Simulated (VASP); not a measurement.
# TiN in VASP: single point with PBE

Aim: the single point of TiN with PBE.

Everything below comes from runs of VASP 6.6.1. Logs are shortened: lines on timing, memory, paths and dates and some standing lists are left out, and cuts for length are marked.

## 1. The cell of the first run

The cell holds a slab with vacuum, 18 atoms: a = 3.003 Å, b = 4.247 Å, c = 27.012 Å, α = 90.00°, β = 90.00°, γ = 90.00°.

## 2. Single point, PBE

The input, INCAR:

```
PREC     = Accurate       # precision mode
ENCUT    = 520            # plane-wave cutoff, eV
EDIFF    = 1E-6           # SCF threshold, eV
ISMEAR   = 0              # smearing method
SIGMA    = 0.1            # smearing width, eV
LREAL    = F              # projectors in reciprocal space
LASPH    = T              # aspherical terms in the spheres
NELM     = 120            # most SCF steps
ALGO     = Normal         # electronic algorithm
ISIF     = 2              # what is computed and relaxed
LWAVE    = F              # write WAVECAR
LCHARG   = F              # write CHGCAR
LDIPOL   = T            
IDIPOL   = 3            
DIPOL    = 0.5 0.5 0.500
GGA      = PE             # functional
NBANDS   = 92             # bands
GGA_COMPAT= F            
NELMDL   = -8
```

The input, KPOINTS:

```
Automatic mesh
0
Gamma
  12 8 1
```

The input, POSCAR:

```
TiN
1.0
    3.0028920877      0.0000000000      0.0000000000
    0.0000000000      4.2467307168      0.0000000000
    0.0000000000      0.0000000000     27.0115683509
Ti N
9 9
Direct
    0.5000000000      0.5000000000      0.2843676863
    0.0000000000      0.0000000000      0.3296120562
    0.5000000000      0.5000000000      0.3883281180
    0.0000000000      0.0000000000      0.4456023226
    0.5000000000      0.5000000000      0.4999999882
    0.0000000000      0.0000000000      0.5543976546
    0.5000000000      0.5000000000      0.6116718780
    0.0000000000      0.0000000000      0.6703879570
    0.5000000000      0.5000000000      0.7156323357
    0.5000000000      0.0000000000      0.2788996007
    0.0000000000      0.5000000000      0.3325060417
    0.5000000000      0.0000000000      0.3892655602
    0.0000000000      0.5000000000      0.4444025951
    0.5000000000      0.0000000000      0.4999999862
    0.0000000000      0.5000000000      0.5555973857
    0.5000000000      0.0000000000      0.6107344318
    0.0000000000      0.5000000000      0.6674939752
    0.5000000000      0.0000000000      0.7211004267
```

Potentials or basis: VASP PAW PBE potentials, release 64 (Ti_sv, N).

On the command line:

```console
$ cat potpaw_PBE.64/Ti_sv/POTCAR potpaw_PBE.64/N/POTCAR > POTCAR
$ mpirun -np 1 vasp_std > vasp.out
```

OUTCAR:

```text
PREC = Accurate
   ENCUT = 520
   EDIFF = 1E-6
   ISMEAR = 0
   LREAL = F
   LASPH = T
   NELM = 120
   ISIF = 2
   GGA = PE
   NELMDL = -8

 ion  position               nearest neighbor table
   1  0.500  0.500  0.284-  11 1.99  11 1.99  10 2.13  10 2.13   3 2.81   2 2.87   2 2.87   2 2.87
                             2 2.87
   2  0.000  0.000  0.330-  10 2.03  10 2.03  11 2.12  11 2.12  12 2.20  12 2.20   1 2.87   1 2.87
                             1 2.87   1 2.87
   3  0.500  0.500  0.388-  12 2.12  12 2.12  11 2.13  11 2.13  13 2.13  13 2.13   1 2.81
   4  0.000  0.000  0.446-  14 2.10  14 2.10  13 2.12  13 2.12  12 2.14  12 2.14
   5  0.500  0.500  0.500-  14 2.12  14 2.12  13 2.12  13 2.12  15 2.12  15 2.12
   6  0.000  0.000  0.554-  14 2.10  14 2.10  15 2.12  15 2.12  16 2.14  16 2.14
   7  0.500  0.500  0.612-  16 2.12  16 2.12  17 2.13  17 2.13  15 2.13  15 2.13   9 2.81
   8  0.000  0.000  0.670-  18 2.03  18 2.03  17 2.12  17 2.12  16 2.20  16 2.20   9 2.87   9 2.87
                             9 2.87   9 2.87
   9  0.500  0.500  0.716-  17 1.99  17 1.99  18 2.13  18 2.13   7 2.81   8 2.87   8 2.87   8 2.87
                             8 2.87
  10  0.500  0.000  0.279-   2 2.03   2 2.03   1 2.13   1 2.13
  11  0.000  0.500  0.333-   1 1.99   1 1.99   2 2.12   2 2.12   3 2.13   3 2.13
  12  0.500  0.000  0.389-   3 2.12   3 2.12   4 2.14   4 2.14   2 2.20   2 2.20
  13  0.000  0.500  0.444-   5 2.12   5 2.12   4 2.12   4 2.12   3 2.13   3 2.13
  14  0.500  0.000  0.500-   4 2.10   4 2.10   6 2.10   6 2.10   5 2.12   5 2.12
  15  0.000  0.500  0.556-   5 2.12   5 2.12   6 2.12   6 2.12   7 2.13   7 2.13
  16  0.500  0.000  0.611-   7 2.12   7 2.12   6 2.14   6 2.14   8 2.20   8 2.20
  17  0.000  0.500  0.667-   9 1.99   9 1.99   8 2.12   8 2.12   7 2.13   7 2.13
  18  0.500  0.000  0.721-   8 2.03   8 2.03   9 2.13   9 2.13

  LATTYP: Found a simple orthorhombic cell.
 ALAT       =     3.0028920877
 B/A-ratio  =     1.4142135624
 C/A-ratio  =     8.9951844962

  Lattice vectors:

 A1 = (   3.0028920877,   0.0000000000,   0.0000000000)
 A2 = (   0.0000000000,   4.2467307168,   0.0000000000)
 A3 = (   0.0000000000,   0.0000000000,  27.0115683509)

Analysis of symmetry for initial positions (statically):
=====================================================================
 Subroutine PRICEL returns:
 Original cell was already a primitive cell.

 Routine SETGRP: Setting up the symmetry group for a
 simple orthorhombic supercell.

 Subroutine GETGRP returns: Found  8 space group operations
 (whereof  8 operations were pure point group operations)
 out of a pool of  8 trial point group operations.

The static configuration has the point symmetry D_2h.

Analysis of symmetry for dynamics (positions and initial velocities):
=====================================================================
 Subroutine PRICEL returns:
 Original cell was already a primitive cell.

[... 161 lines left out ...]
  Fermi-wavevector in a.u.,A,eV,Ry     =   1.249081  2.360421 21.227851  1.560203
  Thomas-Fermi vector in A             =   2.383138
   LORBIT       =      0    0 simple, 1 ext, 2 COOP (PROOUT), +10 PAW based schemes
   GGA     = PE    functional components
   LHFCALC =     F    Hartree Fock is set to
   AEXX    =    0.0000 exact exchange contribution
   IVDW    =     0    specifies the selected vdW correction
   LEPSILON=     F    determine dielectric tensor
   LRPA    =     F    only Hartree local field effects (RPA)
 non-spin polarized calculation
 Gauss-broadening in eV      SIGMA  =   0.10
  energy-cutoff  :      520.00
  volume of cell :      344.46
 maximum number of plane-waves:      9332
 NGX is ok and might be reduce to    24
   NGX = 11   NGY = 15   NGZ =101

 dipolmoment           0.000000      0.000000     -0.000000 electrons x Angstroem

 number of electron     152.9999953 magnetization

 dipolmoment           0.000000      0.000000      0.000000 electrons x Angstroem

 Free energy of the ion-electron system (eV)
  ---------------------------------------------------
  ext. energy  EPLUGINS =         0.00000000
  ---------------------------------------------------
  free energy    TOTEN  =      -172.57820891 eV

  energy without entropy =     -172.54091053  energy(sigma->0) =     -172.55955972

 E-fermi :   4.0842     XC(G=0):  -7.1949

 val. band max:        4.0837216096   @ k =   0.1667   0.1250   0.0000
 cond. band min:       4.0845175486   @ k =   0.1667   0.0000   0.0000
 fundamental gap:      0.0007959391
 Fermi energy:         4.0842307789

 k-point     1 :       0.0000    0.0000    0.0000
  band No.  band energies     occupation
      1     -53.8297      2.00000
      2     -53.7260      2.00000
      3     -53.7171      2.00000
      4     -53.6371      2.00000
      5     -53.6352      2.00000
      6     -53.5259      2.00000
[... 2173 lines left out ...]
     87       5.5641      0.00000
     88       5.6228      0.00000

 [... further k-points ...]

 [bands above 88 left out]

------------------------ aborting loop because EDIFF is reached ----------------------------------------

 vacuum level on the upper side and lower side of the slab       (xc-potential included)        -0.156        -0.156

  FORCE on cell =-STRESS in cart. coord.  units (eV):
  Direction    XX          YY          ZZ          XY          YZ          ZX
  --------------------------------------------------------------------------------------
  -------------------------------------------------------------------------------------
  Total        6.5634826     -9.8961476      0.5277620      0.0000000      0.0000000      0.0000000
  in kB       30.5281628    -46.0291013      2.4547339      0.0000000      0.0000000      0.0000000
  external PRESSURE =      -4.3487349 kB  Pullay stress =       0.0000000 kB

 VOLUME and BASIS-vectors are now :
 -----------------------------------------------------------------------------
  energy-cutoff  :      520.00
  volume of cell :      344.46
      direct lattice vectors                 reciprocal lattice vectors
     3.002892088  0.000000000  0.000000000     0.333012300  0.000000000  0.000000000
     0.000000000  4.246730717  0.000000000     0.000000000  0.235475255  0.000000000
     0.000000000  0.000000000 27.011568351     0.000000000  0.000000000  0.037021175

 POSITION                                       TOTAL-FORCE (eV/Angst)
 -----------------------------------------------------------------------------------
      1.50145      2.12337      7.68122         0.000000     -0.000000     -0.028048
      0.00000      0.00000      8.90334         0.000000      0.000000     -0.003560
      1.50145      2.12337     10.48935         0.000000     -0.000000     -0.000157
      0.00000      0.00000     12.03642        -0.000000     -0.000000     -0.020550
      1.50145      2.12337     13.50578         0.000000     -0.000000      0.000000
      0.00000      0.00000     14.97515         0.000000      0.000000      0.020550
[... 10 lines left out ...]
      0.00000      2.12337     18.03006         0.000000     -0.000000     -0.013954
      1.50145      0.00000     19.47805         0.000000      0.000000      0.031681
 -----------------------------------------------------------------------------------
    total drift:                                0.000000     -0.000000      0.000199

  FREE ENERGIE OF THE ION-ELECTRON SYSTEM (eV)
  ---------------------------------------------------
  free  energy   TOTEN  =      -172.5782089076 eV

  energy  without entropy=     -172.5409105336  energy(sigma->0) =     -172.55955972

 vacuum level on the upper side and lower side of the slab         7.065         7.065
```

Wall time 30 min (1 thread of Intel Xeon 6975P-C (Granite Rapids), shared host); peak memory 0.88 GiB.

What came out:

```yaml
Free_energy: -172.5782 eV
Largest_force: 0.032 eV/Å
Band_gap_on_the_k_mesh: zero (an odd number of electrons rules out a gap without spin polarisation)
```

Forces in eV/Å, atoms in the order of the input:
```
Ti   0.000  0.000 -0.028
Ti   0.000  0.000 -0.004
Ti   0.000  0.000  0.000
Ti   0.000  0.000 -0.021
Ti   0.000  0.000  0.000
Ti   0.000  0.000  0.021
Ti   0.000  0.000  0.000
Ti   0.000  0.000  0.004
Ti   0.000  0.000  0.028
N    0.000  0.000 -0.032
N    0.000  0.000  0.014
N    0.000  0.000 -0.005
N    0.000  0.000  0.003
N    0.000  0.000  0.000
N    0.000  0.000 -0.003
N    0.000  0.000  0.005
N    0.000  0.000 -0.014
N    0.000  0.000  0.032
```

Levels at points of the mesh, in eV from the Fermi level:
```csv
k point,band 73,band 74,band 75,band 76,band 77,band 78,band 79,band 80,band 81,band 82
"(0.00, 0.00, 0.00)",-1.76,-1.14,-0.53,-0.42,-0.30,-0.26,-0.04,-0.03,0.20,0.47
"(0.50, 0.00, 0.00)",-2.54,-1.90,-1.71,-1.29,-0.92,-0.62,0.22,0.48,0.73,0.75
"(0.00, 0.50, 0.00)",-1.85,-1.06,-0.94,0.22,0.25,0.71,0.84,0.90,1.22,1.40
"(0.50, 0.50, 0.00)",0.15,0.15,0.92,0.93,1.02,1.03,1.13,1.28,1.30,1.31
```

Caveat: an odd number of electrons without spin polarisation forces a metal; a magnetic or distorted state may lie lower.
